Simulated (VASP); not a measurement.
Runs of VASP 6.6.1 on C. The structure is cubic, space group Fd-3m (No. 227). The conventional cell has a = 3.567 Å, b = 3.567 Å, c = 3.567 Å, α = 90.00°, β = 90.00°, γ = 90.00°. C (site symmetry -43m) has 4 C at 1.54 Å within 2.1 Å. 

```tsv
potentials or basis	k mesh	cutoff (eV)	second run	gap on the mesh (eV)	pressure (GPa)
VASP PAW LDA potentials, release 64 (C_h)	4 × 4 × 4	910	hard_potentials	4.40	(a)
VASP PAW LDA potentials, release 64 (C)	4 × 4 × 4	520	-	4.40	-10.6
VASP PAW LDA potentials, release 64 (C)	10 × 10 × 10	520	-	4.13	-11.6
VASP PAW LDA potentials, release 64 (C)	8 × 8 × 8	520	-	4.10	-11.6
VASP PAW LDA potentials, release 64 (C)	6 × 6 × 6	520	-	(b)	-11.6
```

Alike in all rows: task single point; level LDA; no spin polarisation; cell as given; smearing gaussian 0.01 eV.

**Question.** Fill in the values left out.

**Answer.** (a) -11.5; (b) 4.12.

Caveats: some runs use coarse meshes; the cutoff is under 1.25 times the usual one of these potentials, so pressure, stress and relaxed cells hold a basis-set (Pulay) error (some runs).

A k mesh can miss the band edges.
